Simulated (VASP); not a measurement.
# BN (Cm) in VASP: single point with r2SCAN

Aim: the single point of BN with r2SCAN.

All numbers are computed with VASP 6.6.1; they aren't measurements. Logs are shortened: lines on timing, memory, paths and dates and some standing lists are left out, and cuts for length are marked.

## 1. The cell of the first run

Symmetry: Cm, No. 8, monoclinic system. The conventional cell has a = 4.441 Å, b = 2.564 Å, c = 2.564 Å, α = 90.00°, β = 125.26°, γ = 90.00°. Within 2.1 Å of B (site symmetry m) lie 4 N at 1.56 to 1.58 Å. N (site symmetry m) has 4 B at 1.56 to 1.58 Å within 2.1 Å.

## 2. Single point, r2SCAN (all B atoms moved +0.013 Å, as atom 1 along Cartesian [1 -1 0])

POSCAR reads:

```
BN
1.0
    0.0000000000      1.8130010000      1.8130010000
    1.8130010000      0.0000000000      1.8130010000
    1.8130010000      1.8130010000      0.0000000000
B N
1 1
Direct
   -0.0048752509      0.0048752509      0.0000000000
    0.7500000000      0.7500000000      0.7500000000
```

INCAR.step1 reads:

```
SYSTEM = BN
PREC = Accurate
ENCUT = 1460
ISMEAR = 0
SIGMA = 0.05
LREAL = .False.
LASPH = .True.
NELM = 120
NBANDS = 11
GGA = PE
ALGO = Normal
EDIFF = 1E-5
LWAVE = .True.
LCHARG = .False.
GGA_COMPAT = .False.
```

INCAR.step2 reads:

```
SYSTEM = BN
PREC = Accurate
ENCUT = 1460
EDIFF = 1E-6
ISMEAR = 0
SIGMA = 0.05
LREAL = .False.
LASPH = .True.
NELM = 120
ALGO = Normal
ISIF = 2
LWAVE = .False.
LCHARG = .True.
METAGGA = R2SCAN
LMIXTAU = .True.
LELF = .True.
LVHAR = .True.
NBANDS = 11
ISTART = 1
GGA_COMPAT = .False.
```

KPOINTS reads:

```
regular mesh
0
Gamma
  12 12 12
  0 0 0
```

Potentials or basis: VASP PAW PBE potentials, release 64 (B_h, N_h).

Command:

```bash
$ cat potpaw_PBE.64/B_h/POTCAR potpaw_PBE.64/N_h/POTCAR > POTCAR
$ cp INCAR.step1 INCAR
$ mpirun -np 1 vasp_std > vasp.out
$ cp INCAR.step2 INCAR
$ mpirun -np 1 vasp_std > vasp.out
```

OUTCAR:

```text
SYSTEM = BN
   PREC = Accurate
   ENCUT = 1460
   EDIFF = 1E-6
   ISMEAR = 0
   LREAL = .False.
   LASPH = .True.
   NELM = 120
   ISIF = 2
   METAGGA = R2SCAN
   ISTART = 1

 ion  position               nearest neighbor table
   1  0.995  0.005  0.000-
   2  0.750  0.750  0.750-

  LATTYP: Found a face centered cubic cell.
 ALAT       =     3.6260020000

  Lattice vectors:

 A1 = (   0.0000000000,   1.8130010000,   1.8130010000)
 A2 = (   1.8130010000,   0.0000000000,   1.8130010000)
 A3 = (   1.8130010000,   1.8130010000,   0.0000000000)

Analysis of symmetry for initial positions (statically):
=====================================================================
 Subroutine PRICEL returns:
 Original cell was already a primitive cell.

 Routine SETGRP: Setting up the symmetry group for a
 face centered cubic supercell.

 Subroutine GETGRP returns: Found  2 space group operations
 (whereof  2 operations were pure point group operations)
 out of a pool of 48 trial point group operations.

The static configuration has the point symmetry C_1h.

Analysis of symmetry for dynamics (positions and initial velocities):
=====================================================================
 Subroutine PRICEL returns:
 Original cell was already a primitive cell.

 Routine SETGRP: Setting up the symmetry group for a
 face centered cubic supercell.

 Subroutine GETGRP returns: Found  2 space group operations
 (whereof  2 operations were pure point group operations)
 out of a pool of 48 trial point group operations.

The dynamic configuration has the point symmetry C_1h.

 Subroutine INISYM returns: Found  2 space group operations
 (whereof  2 operations are pure point group operations),
 and found     1 'primitive' translations

----------------------------------------------------------------------------------------

                                     Primitive cell

  volume of cell :      11.9186

  direct lattice vectors                    reciprocal lattice vectors
     0.000000000  1.813001000  1.813001000    -0.275785838  0.275785838  0.275785838
     1.813001000  0.000000000  1.813001000     0.275785838 -0.275785838  0.275785838
     1.813001000  1.813001000  0.000000000     0.275785838  0.275785838 -0.275785838

  length of vectors
     2.563970603  2.563970603  2.563970603     0.477675083  0.477675083  0.477675083

  position of ions in fractional coordinates (direct lattice)
     0.995124749  0.004875251  0.000000000
     0.750000000  0.750000000  0.750000000

  ion indices of the primitive-cell ions
   primitive index   ion index
                 1           1
                 2           2

----------------------------------------------------------------------------------------

 KPOINTS: regular mesh

Automatic generation of k-mesh.
 Grid dimensions read from file:
 generate k-points for:   12   12   12

 Generating k-lattice:

  Cartesian coordinates                     Fractional coordinates (reciprocal lattice)
    -0.022982153  0.022982153  0.022982153     0.083333333  0.000000000  0.000000000
     0.022982153 -0.022982153  0.022982153     0.000000000  0.083333333  0.000000000
     0.022982153  0.022982153 -0.022982153     0.000000000  0.000000000  0.083333333

  Length of vectors
     0.039806257  0.039806257  0.039806257

  Shift w.r.t. Gamma in fractional coordinates (k-lattice)
     0.000000000  0.000000000  0.000000000

 Subroutine IBZKPT returns following result:
 ===========================================

 Found    476 irreducible k-points:

 Following reciprocal coordinates:
            Coordinates               Weight
  0.000000  0.000000  0.000000      1.000000
  0.083333  0.000000  0.000000      2.000000
  0.000000  0.083333  0.000000      2.000000
  0.000000  0.000000  0.083333      4.000000
  0.166667  0.000000  0.000000      2.000000
  0.000000  0.166667  0.000000      2.000000
[... 16 lines left out ...]
  0.000000  0.166667  0.083333      4.000000
  0.083333  0.000000  0.166667      4.000000
 [... further k-points ...]
   k-points           NKPTS =    476   k-points in BZ     NKDIM =    476   number of bands    NBANDS=     11
   number of dos      NEDOS =    301   number of ions     NIONS =      2
   total plane-waves  NPLWV =  32768
   dimension x,y,z NGX =    32 NGY =   32 NGZ =   32
   dimension x,y,z NGXF=    64 NGYF=   64 NGZF=   64
   ions per type =               1   1
   NGX,Y,Z   is equivalent  to a cutoff of  20.75, 20.75, 20.75 a.u.
   NGXF,Y,Z  is equivalent  to a cutoff of  41.50, 41.50, 41.50 a.u.
 SYSTEM =  BN
   PREC   = accura    normal or accurate (medium, high low for compatibility)
   ISTART =      1    job   : 0-new  1-cont  2-samecut
   ICHARG =      0    charge: 1-file 2-atom 10-const
   ISPIN  =      1    spin polarized calculation?
   LNONCOLLINEAR =      F non collinear calculations
   LSORBIT =      F    spin-orbit coupling
   LASPH  =      T    aspherical Exc in radial PAW
   ENCUT  = 1460.0 eV 107.31 Ry   10.36 a.u.   7.99  7.99  7.99*2*pi/ulx,y,z
   NELM   =    120;   NELMIN=  2; NELMDL=  0     # of ELM steps
   EDIFF  = 0.1E-05   stopping-criterion for ELM
   LREAL  =      F    real-space projection
   EDIFFG = 0.1E-04   stopping-criterion for IOM
   NSW    =      0    number of steps for IOM
   IBRION =     -1    ionic relax: 0-MD 1-quasi-New 2-CG
   NFREE  =      0    steps in history (QN), initial steepest desc. (CG)
   ISIF   =      2    stress and relaxation
   ISYM   =      2    0-nonsym 1-usesym 2-fastsym
   POTIM  = 0.5000    time-step for ionic-motion
   TEBEG  =    0.0;   TEEND  =   0.0 temperature during run
   PSTRESS=    0.0 pullay stress
   NELECT =       8.0000    total number of electrons
   NUPDOWN=      -1.0000    fix difference up-down
   EMIN   =  10.00;   EMAX   =-10.00  energy-range for DOS
   EFERMI =   0.00;   METHOD = LEGACY
   ISMEAR =     0;   SIGMA  =   0.05  broadening in eV -4-tet -1-fermi 0-gaus
   EFERMI_NEDOS =   21; number of points for ismear=-14 and -15
   IALGO  =     38    algorithm
   IMIX   =      4    mixing-type and parameters
     AMIX     =   0.40;   BMIX     =  1.00
     AMIX_MAG =   1.60;   BMIX_MAG =  1.00
  volume/ion in A,a.u.               =       5.96        40.22
  Fermi-wavevector in a.u.,A,eV,Ry     =   1.433387  2.708709 27.954506  2.054598
  Thomas-Fermi vector in A             =   2.552911
   LORBIT       =      0    0 simple, 1 ext, 2 COOP (PROOUT), +10 PAW based schemes
   METAGGA = R2SCAN    functional components
   LHFCALC =     F    Hartree Fock is set to
   AEXX    =    0.0000 exact exchange contribution
   IVDW    =     0    specifies the selected vdW correction
   LEPSILON=     F    determine dielectric tensor
   LRPA    =     F    only Hartree local field effects (RPA)
 non-spin polarized calculation
 Gauss-broadening in eV      SIGMA  =   0.05
  energy-cutoff  :     1460.00
  volume of cell :       11.92
 maximum number of plane-waves:      1540
   NGX = 15   NGY = 15   NGZ = 15

 number of electron       8.0000000 magnetization

 Free energy of the ion-electron system (eV)
  ---------------------------------------------------
  ext. energy  EPLUGINS =         0.00000000
  ---------------------------------------------------
  free energy    TOTEN  =       -19.19933717 eV

  energy without entropy =      -19.19933717  energy(sigma->0) =      -19.19933717

 E-fermi :   9.2340     XC(G=0): -13.7073

 val. band max:        8.9104053224   @ k =   0.0000   0.0000   0.0000
 cond. band min:      13.7748533162   @ k =   0.5000   0.5000   0.0000
 fundamental gap:      4.8644479938
 Fermi energy:         9.2340020990

 k-point     1 :       0.0000    0.0000    0.0000
  band No.  band energies     occupation
      1     -12.3815      2.00000
      2       8.6797      2.00000
      3       8.7973      2.00000
      4       8.9104      2.00000
      5      18.2126      0.00000
      6      18.2990      0.00000
      7      18.3926      0.00000
      8      19.7033      0.00000
      9      34.7551      0.00000
     10      37.3874      0.00000
     11      37.3878      0.00000

 k-point     2 :       0.0833    0.0000    0.0000
  band No.  band energies     occupation
      1     -12.2077      2.00000
      2       7.9394      2.00000
      3       8.5093      2.00000
      4       8.6175      2.00000
      5      18.4534      0.00000
      6      18.5715      0.00000
      7      18.6753      0.00000
      8      20.2784      0.00000
      9      34.5801      0.00000
     10      35.3339      0.00000
     11      35.3524      0.00000

 k-point     3 :       0.0000    0.0833    0.0000
  band No.  band energies     occupation
      1     -12.2081      2.00000
      2       7.7568      2.00000
      3       8.6094      2.00000
      4       8.7173      2.00000
      5      18.4826      0.00000
      6      18.5700      0.00000
      7      18.5954      0.00000
      8      20.3342      0.00000
      9      34.5812      0.00000
     10      35.2725      0.00000
     11      35.2909      0.00000

 k-point     4 :       0.0000    0.0000    0.0833
  band No.  band energies     occupation
      1     -12.2079      2.00000
      2       7.8455      2.00000
      3       8.5212      2.00000
      4       8.7084      2.00000
      5      18.4518      0.00000
      6      18.5423      0.00000
      7      18.6809      0.00000
      8      20.3052      0.00000
      9      34.5791      0.00000
     10      35.2972      0.00000
     11      35.3295      0.00000
[... 239 lines left out ...]
 k-point    22 :       0.1667    0.0833    0.0000
  band No.  band energies     occupation
      1     -11.7495      2.00000
      2       6.4850      2.00000
      3       7.6806      2.00000
      4       8.0085      2.00000
      5      17.9807      0.00000
      6      19.7026      0.00000
      7      19.8550      0.00000
      8      21.3167      0.00000
      9      30.9587      0.00000
     10      35.6276      0.00000
     11      36.3757      0.00000

 k-point    23 :       0.0000    0.1667    0.0833
  band No.  band energies     occupation
      1     -11.7504      2.00000
      2       6.3352      2.00000
      3       7.7307      2.00000
      4       8.1325      2.00000
      5      17.9814      0.00000
      6      19.6367      0.00000
      7      19.8498      0.00000
      8      21.4151      0.00000
      9      30.9271      0.00000
     10      35.5977      0.00000
     11      36.2614      0.00000

 k-point    24 :       0.0833    0.0000    0.1667
  band No.  band energies     occupation
      1     -11.7502      2.00000
      2       6.3909      2.00000
      3       7.5986      2.00000
      4       8.2066      2.00000
      5      17.9839      0.00000
      6      19.5324      0.00000
      7      19.9594      0.00000
      8      21.3999      0.00000
      9      30.9374      0.00000
     10      35.5938      0.00000
     11      36.2995      0.00000

 [... further k-points ...]

------------------------ aborting loop because EDIFF is reached ----------------------------------------

  FORCE on cell =-STRESS in cart. coord.  units (eV):
  Direction    XX          YY          ZZ          XY          YZ          ZX
  --------------------------------------------------------------------------------------
  -------------------------------------------------------------------------------------
  Total       -0.4132580     -0.4132580     -0.4126702     -0.0037930     -0.0014484      0.0014484
  in kB      -55.5530269    -55.5530269    -55.4740164     -0.5098850     -0.1947071      0.1947078
  external PRESSURE =     -55.5266900 kB  Pullay stress =       0.0000000 kB

 VOLUME and BASIS-vectors are now :
 -----------------------------------------------------------------------------
  energy-cutoff  :     1460.00
  volume of cell :       11.92
      direct lattice vectors                 reciprocal lattice vectors
     0.000000000  1.813001000  1.813001000    -0.275785838  0.275785838  0.275785838
     1.813001000  0.000000000  1.813001000     0.275785838 -0.275785838  0.275785838
     1.813001000  1.813001000  0.000000000     0.275785838  0.275785838 -0.275785838

 POSITION                                       TOTAL-FORCE (eV/Angst)
 -----------------------------------------------------------------------------------
      0.00884      1.80416      1.81300        -0.209572      0.209572     -0.007928
      2.71950      2.71950      2.71950         0.209572     -0.209572      0.007928
 -----------------------------------------------------------------------------------
    total drift:                               -0.000655      0.000655     -0.001819

  FREE ENERGIE OF THE ION-ELECTRON SYSTEM (eV)
  ---------------------------------------------------
  free  energy   TOTEN  =       -19.1993371671 eV

  energy  without entropy=      -19.1993371671  energy(sigma->0) =      -19.19933717
```

Run time: 5.4 min. Hardware: 1 thread of Intel Xeon Platinum 8488C (Sapphire Rapids), shared host; peak memory 0.4 GiB.

Results:

```
Free energy            : -19.1993 eV
Pressure               : -5.6 GPa
Largest force          : 0.296 eV/Å
Band gap on the k mesh : 4.86 eV (least direct gap 9.30 eV)
```

Forces on the atoms (eV/Å):
```
B   -0.210  0.210 -0.008
N    0.210 -0.210  0.008
```

Caveat: the cell differs from its parent crystal (all B atoms moved +0.013 Å, as atom 1 along Cartesian [1 -1 0]); the cell stands under tension; the PAW data sets were made with another functional, which shifts forces and pressure a little.
